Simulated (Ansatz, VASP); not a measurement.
# Two plane-wave programs on V

POSCAR

```
V
1.0
    0.0000000000      1.9114380590      1.9114380590
    1.9114380590      0.0000000000      1.9114380590
    1.9114380590      1.9114380590      0.0000000000
V
1
Direct
    0.0000000000      0.0000000000      0.0000000000
```

INCAR.step1

```
PREC = Accurate ; ENCUT = 520
ISMEAR = 0 ; SIGMA = 0.05
LREAL = F ; LASPH = T
NELM = 150 ; ISPIN = 2
MAGMOM = 1 ; LMAXMIX = 4
NBANDS = 16 ; GGA = PE
ALGO = Normal ; EDIFF = 1E-4
LWAVE = T ; LCHARG = F
```

Contents of INCAR.step2:

```
PREC = Accurate ; ENCUT = 520
EDIFF = 1E-6 ; ISMEAR = 0
SIGMA = 0.05 ; LREAL = F
LASPH = T ; NELM = 150
ALGO = Normal ; ISIF = 2
LWAVE = F ; LCHARG = F
ISPIN = 2 ; MAGMOM = 1
LORBIT = 11 ; LMAXMIX = 4
METAGGA = R2SCAN ; LMIXTAU = T
NBANDS = 16 ; ISTART = 1
```

The input KPOINTS:

```
regular mesh
0
Gamma
  18 18 18
```

Input for Ansatz:

```yaml
crystal:
  lattice:
    - [0.0, 1.911438059, 1.911438059]
    - [1.911438059, 0.0, 1.911438059]
    - [1.911438059, 1.911438059, 0.0]
  atoms:
    - { symbol: V, position: [0.0, 0.0, 0.0], spin: 1.0 }
basis:
  ecutwfc: 500
  ecutrho_ratio: 4
kpoints:
  mp_grid: { grid: [18, 18, 18] }
hamiltonian:
  xc: r2scan
scf:
  occupations: { method: gaussian, width: 0.05 }
output:
  forces: true
  stress: true
  eigenvalues: true
  populations: true
magnetization:
  spin_polarized: true
```

Alike in both runs: task single point; functional r2SCAN; k mesh 18 × 18 × 18; occupations gaussian, width 0.05 eV; collinear spin.

|  | VASP | Ansatz |
| --- | --- | --- |
| version | VASP 6.6.1 | Ansatz 0.2.0 |
| potentials or method | VASP PAW PBE potentials, release 64 (V_sv), cutoff 520 eV | scalar-relativistic, plane waves, PAW |
| valence electrons in the cell | 13 | 13 |

|  | VASP | Ansatz | Ansatz less VASP |
| --- | --- | --- | --- |
| pressure (GPa) | -2.6 | -3.1 | -0.52 |
| net moment per atom (μB) | 0.00 | 0.00 | 0.000 |

VASP's potentials were made for PBE, not for r2SCAN. Ansatz's warnings: seeded moment not kept, stability check not made.
